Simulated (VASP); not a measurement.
# SiMo5 in VASP: single point with PBE

Aim: the single point of SiMo5 with PBE.

Everything below comes from runs of VASP 6.6.1. Logs are shortened: lines on timing, memory, paths and dates and some standing lists are left out, and cuts for length are marked.

### 1 The cell of the first run

The cell holds a slab with vacuum, 6 atoms: a = 3.160 Å, b = 3.160 Å, c = 25.321 Å, α = 90.00°, β = 90.00°, γ = 90.00°.

### 2 Single point, PBE

INCAR

```
PREC = Accurate
ENCUT = 520
EDIFF = 1E-7
ISMEAR = 0
SIGMA = 0.1
LREAL = F
LASPH = T
NELM = 100
ALGO = Normal
ISIF = 2
LWAVE = F
LCHARG = F
LDIPOL = T
IDIPOL = 3
DIPOL = 0.5 0.5 0.496
GGA = PE
NBANDS = 46
```

KPOINTS

```
Automatic mesh
0
Gamma
  9 9 1
```

POSCAR

```
SiMo5
1.0
    3.1604413623      0.0000000000      0.0000000000
    0.0000000000      3.1604413623      0.0000000000
    0.0000000000      0.0000000000     25.3208827246
Mo Si
5 1
Direct
    0.5000000000      0.5000000000      0.3356912984
    0.0000000000      0.0000000000      0.3980991023
    0.5000000000      0.5000000000      0.4590991539
    0.0000000000      0.0000000000      0.5233651188
    0.5000000000      0.5000000000      0.5815810414
    0.5000000000      0.5000000000      0.6773896352
```

Potentials or basis: VASP PAW PBE potentials, release 64 (Mo_sv, Si).

Launch:

```
cat potpaw_PBE.64/Mo_sv/POTCAR potpaw_PBE.64/Si/POTCAR > POTCAR
mpirun -np 1 vasp_std > vasp.out
```

OUTCAR:

```text
PREC = Accurate
   ENCUT = 520
   EDIFF = 1E-7
   ISMEAR = 0
   LREAL = F
   LASPH = T
   NELM = 100
   ISIF = 2
   GGA = PE

 ion  position               nearest neighbor table
   1  0.500  0.500  0.336-   2 2.74   2 2.74   2 2.74   2 2.74   3 3.12
   2  0.000  0.000  0.398-   3 2.72   3 2.72   3 2.72   3 2.72   1 2.74   1 2.74   1 2.74   1 2.74
                             4 3.17
   3  0.500  0.500  0.459-   2 2.72   2 2.72   2 2.72   2 2.72   4 2.76   4 2.76   4 2.76   4 2.76
                             5 3.10   1 3.12
   4  0.000  0.000  0.523-   5 2.68   5 2.68   5 2.68   5 2.68   3 2.76   3 2.76   3 2.76   3 2.76
                             2 3.17
   5  0.500  0.500  0.582-   6 2.43   4 2.68   4 2.68   4 2.68   4 2.68   3 3.10
   6  0.500  0.500  0.677-   5 2.43

  LATTYP: Found a simple tetragonal cell.
 ALAT       =     3.1604413623
 C/A-ratio  =     8.0118185474

  Lattice vectors:

 A1 = (   3.1604413623,   0.0000000000,   0.0000000000)
 A2 = (   0.0000000000,   3.1604413623,   0.0000000000)
 A3 = (   0.0000000000,   0.0000000000,  25.3208827246)

Analysis of symmetry for initial positions (statically):
=====================================================================
 Subroutine PRICEL returns:
 Original cell was already a primitive cell.

 Routine SETGRP: Setting up the symmetry group for a
 simple tetragonal supercell.

 Subroutine GETGRP returns: Found  8 space group operations
 (whereof  8 operations were pure point group operations)
 out of a pool of 16 trial point group operations.

The static configuration has the point symmetry C_4v.

Analysis of symmetry for dynamics (positions and initial velocities):
=====================================================================
 Subroutine PRICEL returns:
 Original cell was already a primitive cell.

 Routine SETGRP: Setting up the symmetry group for a
 simple tetragonal supercell.

 Subroutine GETGRP returns: Found  8 space group operations
 (whereof  8 operations were pure point group operations)
 out of a pool of 16 trial point group operations.

The dynamic configuration has the point symmetry C_4v.

 Subroutine INISYM returns: Found  8 space group operations
 (whereof  8 operations are pure point group operations),
 and found     1 'primitive' translations

----------------------------------------------------------------------------------------

                                     Primitive cell

  volume of cell :     252.9148

  direct lattice vectors                    reciprocal lattice vectors
     3.160441362  0.000000000  0.000000000     0.316411502  0.000000000  0.000000000
     0.000000000  3.160441362  0.000000000     0.000000000  0.316411502  0.000000000
     0.000000000  0.000000000 25.320882725     0.000000000  0.000000000  0.039493094

  length of vectors
     3.160441362  3.160441362 25.320882725     0.316411502  0.316411502  0.039493094

  position of ions in fractional coordinates (direct lattice)
     0.500000000  0.500000000  0.335691298
     0.000000000  0.000000000  0.398099102
     0.500000000  0.500000000  0.459099154
     0.000000000  0.000000000  0.523365119
     0.500000000  0.500000000  0.581581041
     0.500000000  0.500000000  0.677389635

  ion indices of the primitive-cell ions
   primitive index   ion index
                 1           1
                 2           2
                 3           3
                 4           4
                 5           5
                 6           6

----------------------------------------------------------------------------------------

 KPOINTS: Automatic mesh

Automatic generation of k-mesh.
 Grid dimensions read from file:
 generate k-points for:    9    9    1

 Generating k-lattice:

  Cartesian coordinates                     Fractional coordinates (reciprocal lattice)
     0.035156834  0.000000000  0.000000000     0.111111111  0.000000000  0.000000000
     0.000000000  0.035156834  0.000000000     0.000000000  0.111111111  0.000000000
     0.000000000  0.000000000  0.039493094     0.000000000  0.000000000  1.000000000

  Length of vectors
     0.035156834  0.035156834  0.039493094

  Shift w.r.t. Gamma in fractional coordinates (k-lattice)
     0.000000000  0.000000000  0.000000000

 Subroutine IBZKPT returns following result:
 ===========================================

 Found     15 irreducible k-points:

 Following reciprocal coordinates:
            Coordinates               Weight
  0.000000  0.000000  0.000000      1.000000
  0.111111  0.000000  0.000000      4.000000
  0.222222  0.000000  0.000000      4.000000
  0.333333  0.000000  0.000000      4.000000
  0.444444  0.000000  0.000000      4.000000
  0.111111  0.111111  0.000000      4.000000
  0.222222  0.111111  0.000000      8.000000
  0.333333  0.111111  0.000000      8.000000
  0.444444  0.111111  0.000000      8.000000
  0.222222  0.222222  0.000000      4.000000
  0.333333  0.222222  0.000000      8.000000
  0.444444  0.222222  0.000000      8.000000
  0.333333  0.333333  0.000000      4.000000
  0.444444  0.333333  0.000000      8.000000
  0.444444  0.444444  0.000000      4.000000
   k-points           NKPTS =     15   k-points in BZ     NKDIM =     15   number of bands    NBANDS=     46
   number of dos      NEDOS =    301   number of ions     NIONS =      6
   total plane-waves  NPLWV = 110592
   dimension x,y,z NGX =    24 NGY =   24 NGZ =  192
   dimension x,y,z NGXF=    48 NGYF=   48 NGZF=  384
   ions per type =               5   1
   NGX,Y,Z   is equivalent  to a cutoff of  12.62, 12.62, 12.61 a.u.
   NGXF,Y,Z  is equivalent  to a cutoff of  25.25, 25.25, 25.21 a.u.
 SYSTEM =  unknown system
   PREC   = accura    normal or accurate (medium, high low for compatibility)
   ISTART =      0    job   : 0-new  1-cont  2-samecut
   ICHARG =      2    charge: 1-file 2-atom 10-const
   ISPIN  =      1    spin polarized calculation?
   LNONCOLLINEAR =      F non collinear calculations
   LSORBIT =      F    spin-orbit coupling
   LASPH  =      T    aspherical Exc in radial PAW
   ENCUT  =  520.0 eV  38.22 Ry    6.18 a.u.   5.88  5.88 47.08*2*pi/ulx,y,z
   NELM   =    100;   NELMIN=  2; NELMDL= -5     # of ELM steps
   EDIFF  = 0.1E-06   stopping-criterion for ELM
   LREAL  =      F    real-space projection
   EDIFFG = 0.1E-05   stopping-criterion for IOM
   NSW    =      0    number of steps for IOM
   IBRION =     -1    ionic relax: 0-MD 1-quasi-New 2-CG
   NFREE  =      0    steps in history (QN), initial steepest desc. (CG)
   ISIF   =      2    stress and relaxation
   ISYM   =      2    0-nonsym 1-usesym 2-fastsym
   POTIM  = 0.5000    time-step for ionic-motion
   TEBEG  =    0.0;   TEEND  =   0.0 temperature during run
   PSTRESS=    0.0 pullay stress
   NELECT =      74.0000    total number of electrons
   NUPDOWN=      -1.0000    fix difference up-down
   EMIN   =  10.00;   EMAX   =-10.00  energy-range for DOS
   EFERMI =   0.00;   METHOD = LEGACY
   ISMEAR =     0;   SIGMA  =   0.10  broadening in eV -4-tet -1-fermi 0-gaus
   EFERMI_NEDOS =   21; number of points for ismear=-14 and -15
   IALGO  =     38    algorithm
   IMIX   =      4    mixing-type and parameters
     AMIX     =   0.40;   BMIX     =  1.00
     AMIX_MAG =   1.60;   BMIX_MAG =  1.00
  volume/ion in A,a.u.               =      42.15       284.46
  Fermi-wavevector in a.u.,A,eV,Ry     =   1.086828  2.053806 16.071121  1.181194
  Thomas-Fermi vector in A             =   2.222973
   LORBIT       =      0    0 simple, 1 ext, 2 COOP (PROOUT), +10 PAW based schemes
   GGA     = PE    functional components
   LHFCALC =     F    Hartree Fock is set to
   AEXX    =    0.0000 exact exchange contribution
   IVDW    =     0    specifies the selected vdW correction
   LEPSILON=     F    determine dielectric tensor
   LRPA    =     F    only Hartree local field effects (RPA)
 non-spin polarized calculation
 Gauss-broadening in eV      SIGMA  =   0.10
  energy-cutoff  :      520.00
  volume of cell :      252.91
 maximum number of plane-waves:      6884
 NGX is ok and might be reduce to    24
   NGX = 11   NGY = 11   NGZ = 95

 dipolmoment           0.000000      0.000000     -0.064421 electrons x Angstroem

 number of electron      74.0000012 magnetization

 dipolmoment           0.000000      0.000000      0.062215 electrons x Angstroem

 Free energy of the ion-electron system (eV)
  ---------------------------------------------------
  ext. energy  EPLUGINS =         0.00000000
  ---------------------------------------------------
  free energy    TOTEN  =       -55.34377492 eV

  energy without entropy =      -55.30794181  energy(sigma->0) =      -55.32585836

 E-fermi :   1.6038     XC(G=0):  -5.8947

 val. band max:        1.6012859343   @ k =   0.3333   0.2222   0.0000
 cond. band min:       1.6234235249   @ k =   0.4444   0.1111   0.0000
 fundamental gap:      0.0221375905
 Fermi energy:         1.6038120483

 k-point     1 :       0.0000    0.0000    0.0000
  band No.  band energies     occupation
      1     -59.5772      2.00000
      2     -59.3547      2.00000
      3     -59.1809      2.00000
      4     -59.1489      2.00000
      5     -58.8459      2.00000
      6     -33.8159      2.00000
[... 38 lines left out ...]
     45       3.6883      0.00000
     46       4.4699      0.00000

 k-point     2 :       0.1111    0.0000    0.0000
  band No.  band energies     occupation
      1     -59.5662      2.00000
      2     -59.3502      2.00000
      3     -59.1786      2.00000
      4     -59.1508      2.00000
      5     -58.8508      2.00000
      6     -33.8464      2.00000
[... 38 lines left out ...]
     45       3.6932      0.00000
     46       4.0047      0.00000

 k-point     3 :       0.2222    0.0000    0.0000
  band No.  band energies     occupation
      1     -59.5365      2.00000
      2     -59.3393      2.00000
      3     -59.1844      2.00000
      4     -59.1443      2.00000
      5     -58.8646      2.00000
      6     -33.9581      2.00000
[... 38 lines left out ...]
     45       3.6743      0.00000
     46       3.9681      0.00000

 k-point     4 :       0.3333    0.0000    0.0000
  band No.  band energies     occupation
      1     -59.4980      2.00000
      2     -59.3276      2.00000
      3     -59.2044      2.00000
      4     -59.1245      2.00000
      5     -58.8831      2.00000
      6     -34.0629      2.00000
[... 479 lines left out ...]
     45       3.6949      0.00000
     46       3.8478      0.00000

 k-point    14 :       0.4444    0.3333    0.0000
  band No.  band energies     occupation
      1     -59.4503      2.00000
      2     -59.3053      2.00000
      3     -59.2107      2.00000
      4     -59.0908      2.00000
      5     -58.8851      2.00000
      6     -34.0697      2.00000
[... 38 lines left out ...]
     45       3.8918      0.00000
     46       4.0161      0.00000

 k-point    15 :       0.4444    0.4444    0.0000
  band No.  band energies     occupation
      1     -59.4450      2.00000
      2     -59.3008      2.00000
      3     -59.2074      2.00000
      4     -59.0858      2.00000
      5     -58.8814      2.00000
      6     -34.1200      2.00000
[... 38 lines left out ...]
     45       4.0212      0.00000
     46       4.1294      0.00000

------------------------ aborting loop because EDIFF is reached ----------------------------------------

 vacuum level on the upper side and lower side of the slab       (xc-potential included)         0.444        -0.656

  FORCE on cell =-STRESS in cart. coord.  units (eV):
  Direction    XX          YY          ZZ          XY          YZ          ZX
  --------------------------------------------------------------------------------------
  -------------------------------------------------------------------------------------
  Total       -7.4695076     -7.4695076     -1.7799514      0.0000000      0.0000000      0.0000000
  in kB      -47.3182027    -47.3182027    -11.2757235      0.0000000      0.0000000      0.0000000
  external PRESSURE =     -35.3040429 kB  Pullay stress =       0.0000000 kB

 VOLUME and BASIS-vectors are now :
 -----------------------------------------------------------------------------
  energy-cutoff  :      520.00
  volume of cell :      252.91
      direct lattice vectors                 reciprocal lattice vectors
     3.160441362  0.000000000  0.000000000     0.316411502  0.000000000  0.000000000
     0.000000000  3.160441362  0.000000000     0.000000000  0.316411502  0.000000000
     0.000000000  0.000000000 25.320882725     0.000000000  0.000000000  0.039493094

 POSITION                                       TOTAL-FORCE (eV/Angst)
 -----------------------------------------------------------------------------------
      1.58022      1.58022      8.50000         0.000000      0.000000      1.212910
      0.00000      0.00000     10.08022        -0.000000     -0.000000     -1.242479
      1.58022      1.58022     11.62480         0.000000     -0.000000      0.000337
      0.00000      0.00000     13.25207        -0.000000     -0.000000      0.000343
      1.58022      1.58022     14.72615         0.000000      0.000000      0.016796
      1.58022      1.58022     17.15210         0.000000     -0.000000      0.012092
 -----------------------------------------------------------------------------------
    total drift:                                0.000000     -0.000000     -0.000181

  FREE ENERGIE OF THE ION-ELECTRON SYSTEM (eV)
  ---------------------------------------------------
  free  energy   TOTEN  =       -55.3437749210 eV

  energy  without entropy=      -55.3079418081  energy(sigma->0) =      -55.32585836

 vacuum level on the upper side and lower side of the slab         6.594         5.472
```

Wall time 5.7 min (1 thread of Intel Xeon Platinum 8488C (Sapphire Rapids), shared host); peak memory 0.39 GiB.

What came out:

```yaml
Free_energy: -55.3438 eV
Largest_force: 1.242 eV/Å
Band_gap_on_the_k_mesh: zero (bands 37 and 38 overlap by 0.78 eV)
```

Forces on the atoms (eV/Å):
```
Mo   0.000  0.000  1.213
Mo   0.000  0.000 -1.242
Mo   0.000  0.000  0.000
Mo   0.000  0.000  0.000
Mo   0.000  0.000  0.017
Si   0.000  0.000  0.012
```
